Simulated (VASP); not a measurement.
# SiO2 (P4_2/mnm) in VASP: further runs

Runs on SiO2. Level: PBE. Tasks: single point.

All numbers are computed with VASP 6.6.1; they aren't measurements. Logs are shortened: lines on timing, memory, paths and dates and some standing lists are left out, and cuts for length are marked.

### 1 The cell of the first run

It takes space group P4_2/mnm (No. 136, tetragonal). Conventional cell: a = 4.141 Å, b = 4.141 Å, c = 3.013 Å, α = 90.00°, β = 90.00°, γ = 90.00°. Si (site symmetry mmm) has 6 O at 1.80 to 1.88 Å within 2.4 Å. O (site symmetry m2m) has 3 Si at 1.80 to 1.88 Å and 1 O at 2.26 Å within 2.4 Å.

### 2 Single point, PBE

The input, INCAR:

```
PREC = Accurate
ENCUT = 520
EDIFF = 1E-6
ISMEAR = 0
SIGMA = 0.05
LREAL = False
LASPH = True
NELM = 80
ALGO = Normal
ISIF = 2
LWAVE = False
LCHARG = False
GGA = PE
NBANDS = 25
```

The input, KPOINTS:

```
Automatic mesh
0
Gamma
  6 6 8
```

The input, POSCAR:

```
SiO2
1.0
    4.1406000000      0.0000000000      0.0000000000
    0.0000000000      4.1406000000      0.0000000000
    0.0000000000      0.0000000000      3.0125000000
Si O
2 4
Direct
    0.5000000000      0.5000000000      0.5000000000
    0.0000000000      0.0000000000      0.0000000000
    0.6930127928      0.6930127928      0.0000000000
    0.1930127928      0.8069872072      0.5000000000
    0.3069872072      0.3069872072      0.0000000000
    0.8069872072      0.1930127928      0.5000000000
```

Potentials or basis: VASP PAW PBE potentials, release 64 (Si, O).

The run is started by

```console
> cat potpaw_PBE.64/Si/POTCAR potpaw_PBE.64/O/POTCAR > POTCAR
> mpirun -np 1 vasp_std > vasp.out
```

OUTCAR:

```text
PREC = Accurate
   ENCUT = 520
   EDIFF = 1E-6
   ISMEAR = 0
   LREAL = False
   LASPH = True
   NELM = 80
   ISIF = 2
   GGA = PE

 ion  position               nearest neighbor table
   1  0.500  0.500  0.500-   4 1.80   6 1.80   5 1.88   3 1.88   3 1.88   5 1.88
   2  0.000  0.000  0.000-   3 1.80   5 1.80   4 1.88   6 1.88   4 1.88   6 1.88
   3  0.693  0.693  0.000-   2 1.80   1 1.88   1 1.88
   4  0.193  0.807  0.500-   1 1.80   2 1.88   2 1.88
   5  0.307  0.307  0.000-   2 1.80   1 1.88   1 1.88
   6  0.807  0.193  0.500-   1 1.80   2 1.88   2 1.88

  LATTYP: Found a simple tetragonal cell.
 ALAT       =     4.1406000000
 C/A-ratio  =     0.7275515626

  Lattice vectors:

 A1 = (   4.1406000000,   0.0000000000,   0.0000000000)
 A2 = (   0.0000000000,   4.1406000000,   0.0000000000)
 A3 = (   0.0000000000,   0.0000000000,   3.0125000000)

Analysis of symmetry for initial positions (statically):
=====================================================================
 Subroutine PRICEL returns:
 Original cell was already a primitive cell.

 Routine SETGRP: Setting up the symmetry group for a
 simple tetragonal supercell.

 Subroutine GETGRP returns: Found 16 space group operations
 (whereof  8 operations were pure point group operations)
 out of a pool of 16 trial point group operations.

The static configuration has the point symmetry D_2h.
 The point group associated with its full space group is D_4h.

Analysis of symmetry for dynamics (positions and initial velocities):
=====================================================================
 Subroutine PRICEL returns:
 Original cell was already a primitive cell.

 Routine SETGRP: Setting up the symmetry group for a
 simple tetragonal supercell.

 Subroutine GETGRP returns: Found 16 space group operations
 (whereof  8 operations were pure point group operations)
 out of a pool of 16 trial point group operations.

The dynamic configuration has the point symmetry D_2h.
 The point group associated with its full space group is D_4h.

 Subroutine INISYM returns: Found 16 space group operations
 (whereof  8 operations are pure point group operations),
 and found     1 'primitive' translations

----------------------------------------------------------------------------------------

                                     Primitive cell

  volume of cell :      51.6480

  direct lattice vectors                    reciprocal lattice vectors
     4.140600000  0.000000000  0.000000000     0.241510892  0.000000000  0.000000000
     0.000000000  4.140600000  0.000000000     0.000000000  0.241510892  0.000000000
     0.000000000  0.000000000  3.012500000     0.000000000  0.000000000  0.331950207

  length of vectors
     4.140600000  4.140600000  3.012500000     0.241510892  0.241510892  0.331950207

  position of ions in fractional coordinates (direct lattice)
     0.500000000  0.500000000  0.500000000
     0.000000000  0.000000000  0.000000000
     0.693012793  0.693012793  0.000000000
     0.193012793  0.806987207  0.500000000
     0.306987207  0.306987207  0.000000000
     0.806987207  0.193012793  0.500000000

  ion indices of the primitive-cell ions
   primitive index   ion index
                 1           1
                 2           2
                 3           3
                 4           4
                 5           5
                 6           6

----------------------------------------------------------------------------------------

 KPOINTS: Automatic mesh

Automatic generation of k-mesh.
 Grid dimensions read from file:
 generate k-points for:    6    6    8

 Generating k-lattice:

  Cartesian coordinates                     Fractional coordinates (reciprocal lattice)
     0.040251815  0.000000000  0.000000000     0.166666667  0.000000000  0.000000000
     0.000000000  0.040251815  0.000000000     0.000000000  0.166666667  0.000000000
     0.000000000  0.000000000  0.041493776     0.000000000  0.000000000  0.125000000

  Length of vectors
     0.040251815  0.040251815  0.041493776

  Shift w.r.t. Gamma in fractional coordinates (k-lattice)
     0.000000000  0.000000000  0.000000000

 Subroutine IBZKPT returns following result:
 ===========================================

 Found     50 irreducible k-points:

 Following reciprocal coordinates:
            Coordinates               Weight
  0.000000  0.000000  0.000000      1.000000
  0.166667  0.000000  0.000000      4.000000
  0.333333  0.000000  0.000000      4.000000
  0.500000  0.000000  0.000000      2.000000
  0.166667  0.166667  0.000000      4.000000
  0.333333  0.166667  0.000000      8.000000
[... 16 lines left out ...]
  0.333333  0.000000  0.250000      8.000000
  0.500000  0.000000  0.250000      4.000000
 [... further k-points ...]
   k-points           NKPTS =     50   k-points in BZ     NKDIM =     50   number of bands    NBANDS=     25
   number of dos      NEDOS =    301   number of ions     NIONS =      6
   total plane-waves  NPLWV =  24576
   dimension x,y,z NGX =    32 NGY =   32 NGZ =   24
   dimension x,y,z NGXF=    64 NGYF=   64 NGZF=   48
   ions per type =               2   4
   NGX,Y,Z   is equivalent  to a cutoff of  12.85, 12.85, 13.24 a.u.
   NGXF,Y,Z  is equivalent  to a cutoff of  25.70, 25.70, 26.49 a.u.
 SYSTEM =  unknown system
   PREC   = accura    normal or accurate (medium, high low for compatibility)
   ISTART =      0    job   : 0-new  1-cont  2-samecut
   ICHARG =      2    charge: 1-file 2-atom 10-const
   ISPIN  =      1    spin polarized calculation?
   LNONCOLLINEAR =      F non collinear calculations
   LSORBIT =      F    spin-orbit coupling
   LASPH  =      T    aspherical Exc in radial PAW
   ENCUT  =  520.0 eV  38.22 Ry    6.18 a.u.   7.70  7.70  5.60*2*pi/ulx,y,z
   NELM   =     80;   NELMIN=  2; NELMDL= -5     # of ELM steps
   EDIFF  = 0.1E-05   stopping-criterion for ELM
   LREAL  =      F    real-space projection
   EDIFFG = 0.1E-04   stopping-criterion for IOM
   NSW    =      0    number of steps for IOM
   IBRION =     -1    ionic relax: 0-MD 1-quasi-New 2-CG
   NFREE  =      0    steps in history (QN), initial steepest desc. (CG)
   ISIF   =      2    stress and relaxation
   ISYM   =      2    0-nonsym 1-usesym 2-fastsym
   POTIM  = 0.5000    time-step for ionic-motion
   TEBEG  =    0.0;   TEEND  =   0.0 temperature during run
   PSTRESS=    0.0 pullay stress
   NELECT =      32.0000    total number of electrons
   NUPDOWN=      -1.0000    fix difference up-down
   EMIN   =  10.00;   EMAX   =-10.00  energy-range for DOS
   EFERMI =   0.00;   METHOD = LEGACY
   ISMEAR =     0;   SIGMA  =   0.05  broadening in eV -4-tet -1-fermi 0-gaus
   EFERMI_NEDOS =   21; number of points for ismear=-14 and -15
   IALGO  =     38    algorithm
   IMIX   =      4    mixing-type and parameters
     AMIX     =   0.40;   BMIX     =  1.00
     AMIX_MAG =   1.60;   BMIX_MAG =  1.00
  volume/ion in A,a.u.               =       8.61        58.09
  Fermi-wavevector in a.u.,A,eV,Ry     =   1.395641  2.637378 26.501604  1.947813
  Thomas-Fermi vector in A             =   2.519073
   LORBIT       =      0    0 simple, 1 ext, 2 COOP (PROOUT), +10 PAW based schemes
   GGA     = PE    functional components
   LHFCALC =     F    Hartree Fock is set to
   AEXX    =    0.0000 exact exchange contribution
   IVDW    =     0    specifies the selected vdW correction
   LEPSILON=     F    determine dielectric tensor
   LRPA    =     F    only Hartree local field effects (RPA)
 non-spin polarized calculation
 Gauss-broadening in eV      SIGMA  =   0.05
  energy-cutoff  :      520.00
  volume of cell :       51.65
 maximum number of plane-waves:      1412
 NGX is ok and might be reduce to    32
   NGX = 15   NGY = 15   NGZ = 11

 number of electron      31.9999984 magnetization

 Free energy of the ion-electron system (eV)
  ---------------------------------------------------
  ext. energy  EPLUGINS =         0.00000000
  ---------------------------------------------------
  free energy    TOTEN  =       -45.36661072 eV

  energy without entropy =      -45.36661072  energy(sigma->0) =      -45.36661072

 E-fermi :   7.1270     XC(G=0): -11.7978

 val. band max:        6.8880723790   @ k =   0.0000   0.0000   0.0000
 cond. band min:      10.2566185673   @ k =   0.0000   0.0000   0.0000
 fundamental gap:      3.3685461883
 Fermi energy:         7.1270319398

 k-point     1 :       0.0000    0.0000    0.0000
  band No.  band energies     occupation
      1     -14.4327      2.00000
      2     -11.0816      2.00000
      3     -11.0816      2.00000
      4     -10.7799      2.00000
      5      -3.2079      2.00000
      6       0.8572      2.00000
[... 17 lines left out ...]
     24      21.0091      0.00000
     25      21.9922      0.00000

 k-point     2 :       0.1667    0.0000    0.0000
  band No.  band energies     occupation
      1     -14.2900      2.00000
      2     -11.6149      2.00000
      3     -11.0204      2.00000
      4     -10.5505      2.00000
      5      -2.9318      2.00000
      6       0.9507      2.00000
[... 17 lines left out ...]
     24      20.4961      0.00000
     25      21.0598      0.00000

 k-point     3 :       0.3333    0.0000    0.0000
  band No.  band energies     occupation
      1     -13.8740      2.00000
      2     -12.4270      2.00000
      3     -10.8569      2.00000
      4     -10.5078      2.00000
      5      -2.2219      2.00000
      6      -0.1880      2.00000
[... 552 lines left out ...]
 k-point    23 :       0.3333    0.0000    0.2500
  band No.  band energies     occupation
      1     -13.3347      2.00000
      2     -12.0934      2.00000
      3     -10.7975      2.00000
      4     -10.7024      2.00000
      5      -2.0447      2.00000
      6      -0.2054      2.00000
[... 17 lines left out ...]
     24      19.0974      0.00000
     25      20.3533      0.00000

 k-point    24 :       0.5000    0.0000    0.2500
  band No.  band energies     occupation
      1     -12.7648      2.00000
      2     -12.7648      2.00000
      3     -10.7274      2.00000
      4     -10.7274      2.00000
      5      -0.9848      2.00000
      6      -0.9848      2.00000
[... 17 lines left out ...]
     24      18.7127      0.00000
     25      20.2132      0.00000

 [... further k-points ...]

------------------------ aborting loop because EDIFF is reached ----------------------------------------

  FORCE on cell =-STRESS in cart. coord.  units (eV):
  Direction    XX          YY          ZZ          XY          YZ          ZX
  --------------------------------------------------------------------------------------
  -------------------------------------------------------------------------------------
  Total       -1.4037450     -1.4037450    -16.0376206      0.0000000      0.0000000      0.0000000
  in kB      -43.5456919    -43.5456919   -497.5043767      0.0000000      0.0000000      0.0000000
  external PRESSURE =    -194.8652535 kB  Pullay stress =       0.0000000 kB

 VOLUME and BASIS-vectors are now :
 -----------------------------------------------------------------------------
  energy-cutoff  :      520.00
  volume of cell :       51.65
      direct lattice vectors                 reciprocal lattice vectors
     4.140600000  0.000000000  0.000000000     0.241510892  0.000000000  0.000000000
     0.000000000  4.140600000  0.000000000     0.000000000  0.241510892  0.000000000
     0.000000000  0.000000000  3.012500000     0.000000000  0.000000000  0.331950207

 POSITION                                       TOTAL-FORCE (eV/Angst)
 -----------------------------------------------------------------------------------
      2.07030      2.07030      1.50625         0.000000     -0.000000      0.000000
      0.00000      0.00000      0.00000         0.000000     -0.000000      0.000000
      2.86949      2.86949      0.00000         0.526018      0.526018      0.000000
      0.79919      3.34141      1.50625         0.526018     -0.526018     -0.000000
      1.27111      1.27111      0.00000        -0.526018     -0.526018     -0.000000
      3.34141      0.79919      1.50625        -0.526018      0.526018      0.000000
 -----------------------------------------------------------------------------------
    total drift:                                0.000000      0.000000     -0.000000

  FREE ENERGIE OF THE ION-ELECTRON SYSTEM (eV)
  ---------------------------------------------------
  free  energy   TOTEN  =       -45.3666107249 eV

  energy  without entropy=      -45.3666107249  energy(sigma->0) =      -45.36661072
```

Wall time 68 s (1 thread of Intel Xeon 8259CL, shared host); peak memory 0.18 GiB.

Results:

```
Free energy            : -45.3666 eV
Pressure               : -19.5 GPa
Largest force          : 0.744 eV/Å
Band gap on the k mesh : 3.37 eV
```

Forces on the atoms (eV/Å):
```
Si   0.000  0.000  0.000
Si   0.000  0.000  0.000
O    0.526  0.526  0.000
O    0.526 -0.526  0.000
O   -0.526 -0.526  0.000
O   -0.526  0.526  0.000
```

Caveat: the cell stands under tension.

### 3 Single point, PBE

This run uses another cell than the first one, of 8.64 Å³/atom.

The input, INCAR:

```
SYSTEM = SiO2
PREC = Accurate ; ENCUT = 520
EDIFF = 1E-7 ; ISMEAR = 0
SIGMA = 0.05 ; LREAL = .False.
LASPH = .True. ; NELM = 80
ALGO = Normal ; ISIF = 2
LWAVE = .False. ; LCHARG = .True.
GGA = PE ; LELF = .True.
LVHAR = .True. ; NBANDS = 25
```

The input, KPOINTS:

```
Automatic mesh
0
Gamma
  6 6 8
  0 0 0
```

POSCAR: that of step 2 with these lines changed.

```diff
@@ -2,5 +2,5 @@
 1.0
-    4.1406000000      0.0000000000      0.0000000000
-    0.0000000000      4.1406000000      0.0000000000
-    0.0000000000      0.0000000000      3.0125000000
+    4.2041000000      0.0000000000      0.0000000000
+    0.0000000000      4.2041000000      0.0000000000
+    0.0000000000      0.0000000000      2.9319000000
 Si O
```

Potentials or basis: VASP PAW PBE potentials, release 64 (Si, O).

The run is started by

```console
> cat potpaw_PBE.64/Si/POTCAR potpaw_PBE.64/O/POTCAR > POTCAR
> mpirun -np 1 vasp_std > vasp.out
```

Run time: 69 s. Hardware: 1 thread of Intel Xeon 8259CL, shared host; peak memory 0.19 GiB.

The run converged. Its results:

```
Free energy            : -45.7099 eV
Pressure               : -20.3 GPa
Largest force          : 0.397 eV/Å
Band gap on the k mesh : 3.47 eV
```

Forces on the atoms (eV/Å):
```
Si   0.000  0.000  0.000
Si   0.000  0.000  0.000
O    0.280  0.280  0.000
O    0.280 -0.280  0.000
O   -0.280 -0.280  0.000
O   -0.280  0.280  0.000
```

Stress tensor (GPa, compression positive):
```
 -8.87   0.00   0.00
  0.00  -8.87   0.00
  0.00   0.00 -43.20
```

Levels at points of the mesh, in eV from the valence-band top:
```csv
k point,band 13,band 14,band 15,band 16,band 17,band 18,band 19,band 20
"(0.00, 0.00, 0.00)",-2.63,-0.69,-0.69,0.00,3.47,5.11,6.62,6.62
"(0.50, 0.00, 0.00)",-2.64,-2.64,-0.86,-0.86,5.80,5.80,7.31,7.31
"(0.50, 0.50, 0.00)",-2.60,-2.60,-1.63,-1.63,5.50,5.50,8.29,8.29
"(0.00, 0.00, 0.50)",-2.75,-2.75,-2.21,-2.21,7.81,7.81,11.49,11.49
"(0.50, 0.00, 0.50)",-1.81,-1.81,-1.40,-1.40,7.78,7.78,9.43,9.43
"(0.50, 0.50, 0.50)",-1.33,-1.33,-1.21,-1.21,6.17,6.17,10.54,10.54
```

Caveat: the cell stands under tension.

### 4 Single point, PBE

This run uses another cell than the first one, of 8.65 Å³/atom.

The input, INCAR:

```
  ALGO = Normal
  EDIFF = 1E-6
  ENCUT = 520
  GGA = PE
  ISIF = 2
  ISMEAR = 0
  LASPH = T
  LCHARG = F
  LREAL = F
  LWAVE = F
  NBANDS = 25
  NELM = 60
  PREC = Accurate
  SIGMA = 0.05
```

The input, KPOINTS:

```
k-points
0
Gamma
  6 6 8
```

POSCAR: that of step 3 with these lines changed.

```diff
@@ -2,5 +2,5 @@
 1.0
-    4.2041000000      0.0000000000      0.0000000000
-    0.0000000000      4.2041000000      0.0000000000
-    0.0000000000      0.0000000000      2.9319000000
+    4.2676000000      0.0000000000      0.0000000000
+    0.0000000000      4.2676000000      0.0000000000
+    0.0000000000      0.0000000000      2.8512000000
 Si O
```

The run is started by

```console
> cat potpaw_PBE.64/Si/POTCAR potpaw_PBE.64/O/POTCAR > POTCAR
> mpirun -np 1 vasp_std > vasp.out
```

It took 66 s on 1 thread of Intel Xeon 8259CL, shared host; peak memory 0.19 GiB.

It converged, with:

```
Free energy            : -45.9568 eV
Pressure               : -20.2 GPa
Largest force          : 0.017 eV/Å
Band gap on the k mesh : 3.61 eV
```

Forces on the atoms (eV/Å):
```
Si   0.000  0.000  0.000
Si   0.000  0.000  0.000
O    0.012  0.012  0.000
O    0.012 -0.012  0.000
O   -0.012 -0.012  0.000
O   -0.012  0.012  0.000
```

Stress tensor (GPa, compression positive):
```
-12.95   0.00   0.00
  0.00 -12.95   0.00
  0.00   0.00 -34.55
```

Levels at points of the mesh, in eV from the valence-band top:
```csv
k point,band 12,band 13,band 14,band 15,band 16,band 17,band 18,band 19,band 20,band 21
"(0.00, 0.00, 0.00)",-3.01,-2.59,-0.76,-0.76,0.00,3.61,5.58,7.07,7.07,10.06
"(0.50, 0.00, 0.00)",-3.36,-2.61,-2.61,-0.91,-0.91,6.01,6.01,7.72,7.72,10.70
"(0.50, 0.50, 0.00)",-3.14,-2.50,-2.50,-1.79,-1.79,5.75,5.75,8.60,8.60,12.34
"(0.00, 0.00, 0.50)",-4.14,-2.68,-2.68,-2.29,-2.29,7.73,7.73,11.58,11.58,11.80
"(0.50, 0.00, 0.50)",-3.48,-1.94,-1.94,-1.47,-1.47,7.67,7.67,9.04,9.04,11.91
"(0.50, 0.50, 0.50)",-4.00,-1.48,-1.48,-1.29,-1.29,6.05,6.05,10.31,10.31,11.23
```

Caveat: the cell stands under tension.

### 5 Overview

```csv
cell,gap on the mesh (eV),pressure (GPa),largest force (eV/Å)
"a = 4.141, b = 4.141, c = 3.013 Å, 6 atoms",3.37,-19.5,0.74
"a = 4.204, b = 4.204, c = 2.932 Å, 6 atoms",3.47,-20.3,0.40
"a = 4.268, b = 4.268, c = 2.851 Å, 6 atoms",3.61,-20.2,0.02
```

Alike in all rows: task single point; level PBE; potentials or basis VASP PAW PBE potentials, release 64 (Si, O); no spin polarisation; k mesh 6 × 6 × 8; cutoff (eV) 520; smearing gaussian 0.05 eV.

Caveats: the cell stands under tension.

Total energies depend on the potentials used, so only differences within one code and one set of settings carry meaning.
